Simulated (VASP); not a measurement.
# Si62Sb (a cell with a defect) in VASP: single point with PBE+D3(BJ)

Aim: the single point of Si62Sb (a cell with a defect) with PBE+D3(BJ).

All numbers are computed with VASP 6.6.1; they aren't measurements. Logs are shortened: lines on timing, memory, paths and dates and some standing lists are left out, and cuts for length are marked.

## (1) The cell of the first run

The cell holds a defect, 63 atoms: a = 10.860 Å, b = 10.860 Å, c = 10.860 Å, α = 90.00°, β = 90.00°, γ = 90.00°.

## (2) Single point, PBE+D3(BJ)

The input, INCAR:

```
PREC = Accurate
ENCUT = 520
EDIFF = 1E-6
ISMEAR = -1
SIGMA = 0.05
LREAL = Auto
LASPH = T
NELM = 80
ALGO = Normal
ISIF = 2
LWAVE = F
LCHARG = T
GGA = PE
IVDW = 12
LELF = T
LVHAR = T
NBANDS = 164
NELECT = 252.0
```

The input, KPOINTS:

```
regular mesh
0
Gamma
  1 1 1
```

The input, POSCAR:

```
Si62Sb
1.0
   10.8600000000      0.0000000000      0.0000000000
    0.0000000000     10.8600000000      0.0000000000
    0.0000000000      0.0000000000     10.8600000000
Si Sb
62 1
Direct
    0.5107635359     -0.0060602210      0.0068869245
    0.6291209024      0.1282658379      0.1253605893
    0.7508857274      0.2525257827     -0.0028555249
    0.8732199816      0.3764694291      0.1254010129
    0.7528615101      0.0035161142      0.2490993554
    0.8772446593      0.1252390424      0.3779903315
    0.0008749540     -0.0000708103      0.0003337937
    0.1273997238      0.1227294659      0.1251920810
    0.2513465009      0.2479511050      0.0006967772
    0.3755290976      0.3744988950      0.1242649171
    0.4990931860      0.4995488029     -0.0015993554
    0.6226461326      0.6288251381      0.1172252302
    0.7522162983      0.7512027624     -0.0022672192
    0.8757324125      0.8755220994      0.1249337937
    0.2499859116      0.0010375691      0.2572765193
    0.3761946593      0.1271254144      0.3763088398
    0.5008428177      0.2507803867      0.2495836096
    0.6249478821      0.3762039595      0.3742474217
    0.7448217311      0.5052827808      0.2491785451
    0.8727847145      0.6262930018      0.3739197974
    0.4995202578      0.0028046041      0.5014008287
    0.6264186004      0.1267859116      0.6258642726
    0.7500595764      0.2517188766      0.4992686924
    0.8755403315      0.3755120626      0.6247364641
    0.7514692449      0.0021822284      0.7480301105
    0.8767142726      0.1251195212      0.8751430939
    0.0006710866      0.4984081031      0.0001435543
    0.1242449355      0.6244313996      0.1262327808
    0.2448566298      0.7422668508     -0.0055302947
   -0.0007569061      0.2499894107      0.2500577348
    0.1237643646      0.3754436464      0.3750562615
    0.2497159300      0.4989010129      0.2487011050
    0.3672125230      0.6172431860      0.3827609576
    0.6201694291      0.8844493554      0.3685441989
    0.0007598527     -0.0000466851      0.5017083794
    0.1265587477      0.1246276243      0.6266046041
    0.2478110497      0.2510955801      0.4999487109
    0.3744293738      0.3709785451      0.6285068140
    0.5003925414      0.4973348066      0.5026913444
    0.6248061694      0.6261602210      0.6233378453
    0.7421984346      0.7513561694      0.4920496317
    0.8713064457      0.8740506446      0.6211677716
    0.2513414365     -0.0003855433      0.7517611418
    0.3765153775      0.1159788214      0.8840390424
    0.4987113260      0.2452189687      0.7549093923
    0.6255609576      0.3752841621      0.8731528545
    0.7498026703      0.5012956722      0.7482394107
    0.8765231123      0.6222452118      0.8751203499
   -0.0005211786      0.7501712707      0.2502945672
    0.1247315838      0.8738861878      0.3758263352
   -0.0015588398      0.5015252302      0.4988258748
    0.1241825046      0.6243316759      0.6250244936
    0.2496939227      0.7512308471      0.5015300184
    0.3757920810      0.8759737569      0.6254875691
    0.0005354512      0.2504459484      0.7498169429
    0.1266388582      0.3734127993      0.8756602210
    0.2485999079      0.4995675875      0.7493056169
    0.3762033149      0.6242517495      0.8729046041
    0.5010313076      0.7507465930      0.7492755985
    0.6287304788      0.8748224678      0.8724063536
   -0.0031004604      0.7495501842      0.7478396869
    0.1240581031      0.8753243094      0.8738856354
    0.4442325967      0.8207440147      0.1839215470
```

Potentials or basis: VASP PAW PBE potentials, release 64 (Si, Sb).

On the command line:

```sh
> cat potpaw_PBE.64/Si/POTCAR potpaw_PBE.64/Sb/POTCAR > POTCAR
> mpirun -np 1 vasp_gam > vasp.out
```

OUTCAR:

```text
PREC = Accurate
   ENCUT = 520
   EDIFF = 1E-6
   ISMEAR = -1
   LREAL = Auto
   LASPH = T
   NELM = 80
   ISIF = 2
   GGA = PE
   IVDW = 12
   NELECT = 252.0
 IVDW          = 12

 ion  position               nearest neighbor table
   1  0.511  0.994  0.007-   2 2.33  60 2.33  44 2.38  63 2.79
   2  0.629  0.128  0.125-   1 2.33   5 2.33   3 2.35  17 2.35
   3  0.751  0.253  0.997-  46 2.33   2 2.35   4 2.35  26 2.35
   4  0.873  0.376  0.125-   3 2.35  27 2.35  30 2.36  19 2.39
   5  0.753  0.004  0.249-  34 2.33   2 2.33  14 2.35   6 2.35
   6  0.877  0.125  0.378-  35 2.34  30 2.35  23 2.35   5 2.35
[... 54 lines left out ...]
  61  0.997  0.750  0.748-  48 2.35  52 2.35  42 2.36  62 2.38
  62  0.124  0.875  0.874-  43 2.34   7 2.35  29 2.35  61 2.38
  63  0.444  0.821  0.184-   1 2.79  34 2.85  12 2.94  15 2.99  29 3.11  33 3.20

  LATTYP: Found a simple cubic cell.
 ALAT       =    10.8600000000

  Lattice vectors:

 A1 = (  10.8600000000,   0.0000000000,   0.0000000000)
 A2 = (   0.0000000000,  10.8600000000,   0.0000000000)
 A3 = (   0.0000000000,   0.0000000000,  10.8600000000)

Analysis of symmetry for initial positions (statically):
=====================================================================
 Subroutine PRICEL returns:
 Original cell was already a primitive cell.

 Routine SETGRP: Setting up the symmetry group for a
 simple cubic supercell.

 Subroutine GETGRP returns: Found  1 space group operations
 (whereof  1 operations were pure point group operations)
 out of a pool of 48 trial point group operations.

The static configuration has the point symmetry C_1 .

Analysis of symmetry for dynamics (positions and initial velocities):
=====================================================================
 Subroutine PRICEL returns:
 Original cell was already a primitive cell.

 Routine SETGRP: Setting up the symmetry group for a
 simple cubic supercell.

 Subroutine GETGRP returns: Found  1 space group operations
 (whereof  1 operations were pure point group operations)
 out of a pool of 48 trial point group operations.

The dynamic configuration has the point symmetry C_1 .

 Subroutine INISYM returns: Found  1 space group operations
 (whereof  1 operations are pure point group operations),
 and found     1 'primitive' translations

----------------------------------------------------------------------------------------

                                     Primitive cell

  volume of cell :    1280.8241

  direct lattice vectors                    reciprocal lattice vectors
    10.860000000  0.000000000  0.000000000     0.092081031  0.000000000  0.000000000
     0.000000000 10.860000000  0.000000000     0.000000000  0.092081031  0.000000000
     0.000000000  0.000000000 10.860000000     0.000000000  0.000000000  0.092081031

  length of vectors
    10.860000000 10.860000000 10.860000000     0.092081031  0.092081031  0.092081031

  position of ions in fractional coordinates (direct lattice)
     0.510763536  0.993939779  0.006886925
     0.629120902  0.128265838  0.125360589
     0.750885727  0.252525783  0.997144475
     0.873219982  0.376469429  0.125401013
     0.752861510  0.003516114  0.249099355
     0.877244659  0.125239042  0.377990332
[... 55 lines left out ...]
     0.124058103  0.875324309  0.873885635
     0.444232597  0.820744015  0.183921547

  ion indices of the primitive-cell ions
   primitive index   ion index
                 1           1
                 2           2
                 3           3
                 4           4
                 5           5
                 6           6
[... 55 lines left out ...]
                62          62
                63          63

----------------------------------------------------------------------------------------

 KPOINTS: regular mesh

Automatic generation of k-mesh.
 Grid dimensions read from file:
 generate k-points for:    1    1    1

 Generating k-lattice:

  Cartesian coordinates                     Fractional coordinates (reciprocal lattice)
     0.092081031  0.000000000  0.000000000     1.000000000  0.000000000  0.000000000
     0.000000000  0.092081031  0.000000000     0.000000000  1.000000000  0.000000000
     0.000000000  0.000000000  0.092081031     0.000000000  0.000000000  1.000000000

  Length of vectors
     0.092081031  0.092081031  0.092081031

  Shift w.r.t. Gamma in fractional coordinates (k-lattice)
     0.000000000  0.000000000  0.000000000

 Subroutine IBZKPT returns following result:
 ===========================================

 Found      1 irreducible k-points:

 Following reciprocal coordinates:
            Coordinates               Weight
  0.000000  0.000000  0.000000      1.000000
   k-points           NKPTS =      1   k-points in BZ     NKDIM =      1   number of bands    NBANDS=    164
   number of dos      NEDOS =    301   number of ions     NIONS =     63
   total plane-waves  NPLWV = 592704
   dimension x,y,z NGX =    84 NGY =   84 NGZ =   84
   dimension x,y,z NGXF=   168 NGYF=  168 NGZF=  168
   ions per type =              62   1
   NGX,Y,Z   is equivalent  to a cutoff of  12.86, 12.86, 12.86 a.u.
   NGXF,Y,Z  is equivalent  to a cutoff of  25.72, 25.72, 25.72 a.u.
 SYSTEM =  unknown system
   PREC   = accura    normal or accurate (medium, high low for compatibility)
   ISTART =      0    job   : 0-new  1-cont  2-samecut
   ICHARG =      2    charge: 1-file 2-atom 10-const
   ISPIN  =      1    spin polarized calculation?
   LNONCOLLINEAR =      F non collinear calculations
   LSORBIT =      F    spin-orbit coupling
   LASPH  =      T    aspherical Exc in radial PAW
   ENCUT  =  520.0 eV  38.22 Ry    6.18 a.u.  20.19 20.19 20.19*2*pi/ulx,y,z
   NELM   =     80;   NELMIN=  2; NELMDL= -5     # of ELM steps
   EDIFF  = 0.1E-05   stopping-criterion for ELM
   LREAL  =      T    real-space projection
   EDIFFG = 0.1E-04   stopping-criterion for IOM
   NSW    =      0    number of steps for IOM
   IBRION =     -1    ionic relax: 0-MD 1-quasi-New 2-CG
   NFREE  =      0    steps in history (QN), initial steepest desc. (CG)
   ISIF   =      2    stress and relaxation
   ISYM   =      2    0-nonsym 1-usesym 2-fastsym
   POTIM  = 0.5000    time-step for ionic-motion
   TEBEG  =    0.0;   TEEND  =   0.0 temperature during run
   PSTRESS=    0.0 pullay stress
   NELECT =     252.0000    total number of electrons
   NUPDOWN=      -1.0000    fix difference up-down
   EMIN   =  10.00;   EMAX   =-10.00  energy-range for DOS
   EFERMI =   0.00;   METHOD = LEGACY
   ISMEAR =    -1;   SIGMA  =   0.05  broadening in eV -4-tet -1-fermi 0-gaus
   EFERMI_NEDOS =   21; number of points for ismear=-14 and -15
   IALGO  =     38    algorithm
   IMIX   =      4    mixing-type and parameters
     AMIX     =   0.40;   BMIX     =  1.00
     AMIX_MAG =   1.60;   BMIX_MAG =  1.00
  volume/ion in A,a.u.               =      20.33       137.20
  Fermi-wavevector in a.u.,A,eV,Ry     =   0.952164  1.799329 12.335269  0.906617
  Thomas-Fermi vector in A             =   2.080702
   LORBIT       =      0    0 simple, 1 ext, 2 COOP (PROOUT), +10 PAW based schemes
   GGA     = PE    functional components
   LHFCALC =     F    Hartree Fock is set to
   AEXX    =    0.0000 exact exchange contribution
   IVDW    =    12    specifies the selected vdW correction
   LEPSILON=     F    determine dielectric tensor
   LRPA    =     F    only Hartree local field effects (RPA)
 non-spin polarized calculation
  energy-cutoff  :      520.00
  volume of cell :     1280.82
 maximum number of plane-waves:     17229
 NGX is ok and might be reduce to    84
   NGX = 41   NGY = 41   NGZ = 41

 number of electron     251.9999990 magnetization

 Free energy of the ion-electron system (eV)
  ---------------------------------------------------
  ext. energy  EPLUGINS =         0.00000000
  ---------------------------------------------------
  free energy    TOTEN  =      -337.15868672 eV

  energy without entropy =     -337.01910097  energy(sigma->0) =     -337.08889385

 E-fermi :   6.2335     XC(G=0):  -9.3580

 val. band max:        6.1809846051   @ k =   0.0000   0.0000   0.0000
 cond. band min:       6.3190570530   @ k =   0.0000   0.0000   0.0000
 fundamental gap:      0.1380724479
 Fermi energy:         6.2334676643

 k-point     1 :       0.0000    0.0000    0.0000
  band No.  band energies     occupation
      1      -6.1327      2.00000
      2      -5.1076      2.00000
      3      -5.0897      2.00000
      4      -5.0660      2.00000
      5      -5.0654      2.00000
      6      -5.0051      2.00000
[... 130 lines left out ...]
    137       7.0318      0.00000
    138       7.0379      0.00000
 [bands above 138 left out]

------------------------ aborting loop because EDIFF is reached ----------------------------------------

 Edisp (eV)  -19.95488

 E6    (eV) :   -11.6583

 E8    (eV) :    -8.2966

  FORCE on cell =-STRESS in cart. coord.  units (eV):
  Direction    XX          YY          ZZ          XY          YZ          ZX
  --------------------------------------------------------------------------------------
  -------------------------------------------------------------------------------------
  Total      -9.78779    -9.50484    -9.42245     3.28749     1.13279    -2.11636
  in kB     -12.24350   -11.88957   -11.78650     4.11230     1.41700    -2.64735
  external pressure =      -11.97 kB  Pullay stress =        0.00 kB

 VOLUME and BASIS-vectors are now :
 -----------------------------------------------------------------------------
  energy-cutoff  :      520.00
  volume of cell :     1280.82
      direct lattice vectors                 reciprocal lattice vectors
    10.860000000  0.000000000  0.000000000     0.092081031  0.000000000  0.000000000
     0.000000000 10.860000000  0.000000000     0.000000000  0.092081031  0.000000000
     0.000000000  0.000000000 10.860000000     0.000000000  0.000000000  0.092081031

 POSITION                                       TOTAL-FORCE (eV/Angst)
 -----------------------------------------------------------------------------------
      5.54689     10.79419      0.07479        -0.002738      0.025274     -0.025682
      6.83225      1.39297      1.36142         0.002425      0.000274      0.000246
      8.15462      2.74243     10.82899        -0.003318     -0.001398     -0.003942
      9.48317      4.08846      1.36186         0.001379     -0.001039     -0.001154
      8.17608      0.03819      2.70522         0.003806      0.004385      0.000292
      9.52688      1.36010      4.10498        -0.005497     -0.006071     -0.003381
[... 55 lines left out ...]
      1.34727      9.50602      9.49040        -0.004669      0.002397     -0.007808
      4.82437      8.91328      1.99739        -0.011029     -0.010037      0.042770
 -----------------------------------------------------------------------------------
    total drift:                                0.001858      0.010656      0.003250

  FREE ENERGIE OF THE ION-ELECTRON SYSTEM (eV)
  ---------------------------------------------------
  free  energy   TOTEN  =      -357.1135687468 eV

  energy  without entropy=     -356.9739830007  energy(sigma->0) =     -357.04377587
```

Wall time 4 min (1 thread of Intel Xeon Platinum 8488C (Sapphire Rapids), shared host); peak memory 1 GiB.

Results:

```
Free energy                : -357.1136 eV
Largest force              : 0.045 eV/Å
Dispersion energy per atom : -0.317 eV
```

Forces on the atoms (eV/Å):
```
Si  -0.003  0.025 -0.026
Si   0.002  0.000  0.000
Si  -0.003 -0.001 -0.004
Si   0.001 -0.001 -0.001
Si   0.004  0.004  0.000
Si  -0.005 -0.006 -0.003
Si   0.006 -0.003  0.006
Si  -0.002  0.005 -0.006
Si   0.002  0.001  0.002
Si   0.002  0.004 -0.002
Si  -0.002 -0.003  0.002
Si   0.011 -0.019 -0.004
Si   0.001  0.003  0.002
Si  -0.003  0.004 -0.004
Si   0.005 -0.006 -0.004
Si   0.001 -0.001  0.000
Si   0.001 -0.008  0.000
Si  -0.003  0.007 -0.007
Si   0.008 -0.007  0.003
Si   0.004  0.003 -0.003
Si  -0.003  0.007  0.007
Si   0.006 -0.006 -0.003
Si  -0.005  0.006 -0.002
Si   0.004 -0.006  0.005
Si  -0.005  0.004  0.003
Si   0.005 -0.003  0.004
Si   0.001  0.005 -0.004
Si   0.004  0.001  0.002
Si  -0.010  0.000 -0.006
Si  -0.007 -0.001  0.006
Si   0.005  0.007 -0.001
Si   0.000  0.002  0.003
Si   0.001 -0.008  0.003
Si  -0.005  0.006 -0.004
Si   0.000  0.007 -0.007
Si   0.007 -0.005  0.006
Si  -0.005 -0.004  0.002
Si   0.004  0.002 -0.003
Si  -0.002 -0.006  0.007
Si  -0.004  0.008 -0.004
Si   0.008 -0.009  0.007
Si   0.003  0.000  0.002
Si   0.004 -0.003  0.001
Si  -0.001  0.007 -0.005
Si  -0.004  0.003 -0.005
Si   0.004  0.005  0.003
Si  -0.004  0.001 -0.007
Si  -0.007  0.000  0.002
Si   0.001  0.001  0.000
Si   0.000 -0.004  0.001
Si  -0.010  0.000 -0.001
Si   0.005 -0.003 -0.008
Si  -0.001 -0.002 -0.003
Si   0.003  0.001 -0.005
Si   0.000  0.004 -0.005
Si   0.005 -0.006  0.005
Si  -0.004 -0.002  0.006
Si   0.002  0.002  0.001
Si  -0.001  0.001  0.010
Si   0.003 -0.004 -0.002
Si  -0.006 -0.004  0.001
Si  -0.005  0.002 -0.008
Sb  -0.011 -0.010  0.043
```

Caveat: the k points lie up to 0.58 Å⁻¹ apart; the cell carries a net charge on a neutralising background, which shifts energy and pressure; the cell is charged against a uniform background, so pressure and absolute levels hang on convention; spin-orbit coupling is left out, which moves the levels of the heavy elements.
